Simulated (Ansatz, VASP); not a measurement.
**Te: VASP beside Ansatz**

The input INCAR:

```
PREC = Accurate
ENCUT = 520
EDIFF = 1E-6
ISMEAR = 0
SIGMA = 0.15
LREAL = F
LASPH = T
NELM = 100
ALGO = Normal
ISIF = 2
LWAVE = F
LCHARG = F
GGA = PS
NBANDS = 9
```

File KPOINTS:

```
Automatic mesh
0
Gamma
  15 15 15
```

POSCAR

```
Te
1.0
    2.2506127899      1.2993919001      1.7768179357
   -2.2506127899      1.2993919001      1.7768179357
    0.0000000000     -2.5987838001      1.7768179358
Te
1
Direct
    0.5000000000      0.5000000000      0.5000000000
```

Input for Ansatz:

```yaml
crystal:
  lattice:
    - [2.2506127899, 1.2993919001, 1.7768179357]
    - [-2.2506127899, 1.2993919001, 1.7768179357]
    - [0.0, -2.5987838001, 1.7768179358]
  atoms:
    - { symbol: Te, position: [0.5, 0.5, 0.5] }
basis:
  ecutwfc: 420
kpoints:
  mp_grid: { grid: [15, 15, 15] }
hamiltonian:
  xc: pbesol
  pseudopotentials: { kind: paw }
scf:
  occupations: { method: gaussian, width: 0.15 }
output:
  forces: true
  stress: true
  eigenvalues: true
```

Alike in both runs: task single point; functional PBEsol; k mesh 15 × 15 × 15; occupations gaussian, width 0.15 eV; no spin polarisation.

|  | VASP | Ansatz |
| --- | --- | --- |
| version | VASP 6.6.1 | Ansatz 0.2.0 |
| potentials or method | VASP PAW PBE potentials, release 64 (Te), cutoff 520 eV | scalar-relativistic, plane waves, PAW |
| valence electrons in the cell | 6 | 16 |

Ansatz gave:

```
gap on the k mesh at the Fermi level (eV) : none
pressure (GPa)                            : 0.0
```

Task: What did VASP give for the same quantities?

Result: gap on the k mesh at the Fermi level (eV): none; pressure (GPa): 0.1.

VASP's potentials were made for PBE, not for PBEsol. A gap of «none» marks a metal or a gap that the smearing closes. The functional is the same, so the differences come from potentials, cutoffs and numerics. VASP's potentials hold 6 valence electrons a cell and Ansatz's 16, so a difference there can come from the potentials and not from the codes.

Spin-orbit coupling is off throughout.
